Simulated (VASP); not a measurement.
Wanted: the native input for a VASP 6.6.1 run.

- Task: single point
- Functional: PBE
- Potentials or basis: VASP PAW PBE potentials, release 64 (Cd, Se, S)
- Cutoff: 520 eV
- k mesh: 4 × 4 × 4
- Occupations: gaussian, width 0.1 eV
- Spin: no spin polarisation
- Dipole correction: no
- Further INCAR settings: ALGO = Normal; EDIFF = 1e-06; NBANDS = 30

The structure of CdSeS4 lies in POSCAR:

```
CdSeS4
1.0
    5.0340331663      0.0000000000      0.0000000000
    0.0000000000      5.0340331663      0.0000000000
    0.0000000000      0.0000000000      5.0571827388
Cd Se S
1 1 4
Direct
    0.5000000000      0.5000000000      0.5000000000
    0.0000000000      0.0000000000      0.0000000000
    0.5000000000      0.0000000000      0.7812457087
    0.0000000000      0.5000000000      0.2187542913
    0.5000000000      0.0000000000      0.2187542913
    0.0000000000      0.5000000000      0.7812457087
```

The cell was generated, and may not be a known phase.

These files were run (other wordings do the same):

INCAR

```
ALGO     = Normal         # electronic algorithm
EDIFF    = 1E-6           # SCF threshold, eV
ENCUT    = 520            # plane-wave cutoff, eV
GGA      = PE             # functional
ISIF     = 2              # what is computed and relaxed
ISMEAR   = 0              # smearing method
LASPH    = True           # aspherical terms in the spheres
LCHARG   = False          # write CHGCAR
LREAL    = False          # projectors in reciprocal space
LWAVE    = False          # write WAVECAR
NBANDS   = 30             # bands
NELM     = 100            # most SCF steps
PREC     = Accurate       # precision mode
SIGMA    = 0.1            # smearing width, eV
```

KPOINTS

```
k-points
0
Gamma
  4 4 4
```

Potentials or basis: VASP PAW PBE potentials, release 64 (Cd, Se, S).

Launch:

```bash
$ cat potpaw_PBE.64/Cd/POTCAR potpaw_PBE.64/Se/POTCAR potpaw_PBE.64/S/POTCAR > POTCAR
$ mpirun -np 1 vasp_std > vasp.out
```

Results of the run:

```
Pressure               : -0.1 GPa
Largest force          : 0.124 eV/Å
Band gap on the k mesh : zero (bands 21 and 22 overlap by 1.05 eV)
```

It took 32 s on 1 thread of Intel(R) Xeon(R) 6975P-C (Granite Rapids), with other jobs on the host, peak memory 0.26 GiB.
